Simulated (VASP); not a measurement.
TaN, 4 atoms in the cell. Symmetry: P6_3mc, No. 186, hexagonal system. Conventional cell: a = 2.930 Å, b = 2.930 Å, c = 6.000 Å, α = 90.00°, β = 90.00°, γ = 120.00°. Within 2.5 Å of Ta (site symmetry 3m) lie 4 N at 1.89 to 2.02 Å. N (site symmetry 3m) has 4 Ta at 1.89 to 2.02 Å within 2.5 Å. 

| Quantity | Value |
| --- | --- |
| Program | VASP 6.6.1 |
| Task | single point |
| Functional | r2SCAN |
| Potentials or basis | VASP PAW PBE potentials, release 64 (Ta_pv, N) |
| Cutoff | 520 eV |
| k mesh | 18 × 18 × 8 |
| Occupations | gaussian, width 0.1 eV |
| Spin | no spin polarisation |
| Dipole correction | no |
| Further INCAR settings | ALGO = Normal; EDIFF = 1e-06; NBANDS = 24 |

Potentials or basis: VASP PAW PBE potentials, release 64 (Ta_pv, N).

Launch:

```bash
$ cat potpaw_PBE.64/Ta_pv/POTCAR potpaw_PBE.64/N/POTCAR > POTCAR
$ cp INCAR.step1 INCAR
$ mpirun -np 1 vasp_std > vasp.out
$ cp INCAR.step2 INCAR
$ mpirun -np 1 vasp_std > vasp.out
```

Hardware: 1 thread of AMD EPYC 9R45 96-Core Processor (Zen 5) (shared host).

Problem. How long does it take, and how much memory?

Solution. Run time: 6.5 min on 1 thread of AMD EPYC 9R45 96-Core Processor (Zen 5) (shared host), peak memory 0.27 GiB. Counts: k points 185.
